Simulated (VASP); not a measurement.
BC6: single point with PBE

BC6:

```
C B
1.0
     4.97300   -0.19666    0.02259
    -0.19666    4.92961   -0.10694
     0.02259   -0.10694    4.82446
C B
12 2
Direct
  0.41885 0.92209 0.32712
  0.47452 0.20972 0.88247
  0.63748 0.59490 0.57944
  0.10911 0.56647 0.18103
  0.92723 0.98683 0.36418
  0.12322 0.62226 0.68347
  0.85007 0.49143 0.71210
  0.67307 0.85200 0.42243
  0.14286 0.77722 0.42165
  0.36226 0.99103 0.04360
  0.76578 0.28426 0.92102
  0.19896 0.73172 0.96033
  0.38420 0.43845 0.68898
  0.95548 0.25216 0.17466
```

```
Program             : VASP 6.6.1
Task                : single point
Functional          : PBE
Potentials or basis : VASP PAW PBE potentials, release 64 (C, B)
Cutoff              : 520 eV
k mesh              : 1 × 1 × 1, shifted
Occupations         : fermi-dirac, width 0.05 eV
Spin                : no spin polarisation
```

```yaml
Pressure: -6.1 GPa
Largest_force: 1.545 eV/Å
```

Forces in eV/Å, atoms in the order of the input:
```
C   -0.104  0.505 -0.141
C    1.245  0.451 -0.276
C    0.463  0.720  0.329
C   -0.015 -0.519  0.369
C   -0.796 -0.757 -0.151
C    1.083 -1.091  0.155
C   -0.831 -1.030  0.209
C   -0.198 -0.377  0.236
C    0.895  0.664 -0.059
C   -0.606 -1.187  0.496
C   -0.161  1.135 -0.160
C   -0.134  0.674 -0.649
B   -0.927  0.099  0.106
B    0.085  0.712 -0.464
```

Stress tensor (GPa, compression positive):
```
 10.98  -3.79  -1.15
 -3.79 -29.95  12.55
 -1.15  12.55   0.76
```

Levels at points of the mesh, in eV from the Fermi level:
```tsv
k point	band 24	band 25	band 26	band 27	band 28	band 29	band 30	band 31
(0.25, 0.25, 0.25)	-2.53	-1.99	-1.20	-0.53	0.53	1.28	2.62	3.43
```

It took 16 s on 1 thread of Intel Xeon 8259CL (shared host), peak memory 0.18 GiB.

Caveat: the atoms stand as in a frame of molecular dynamics.
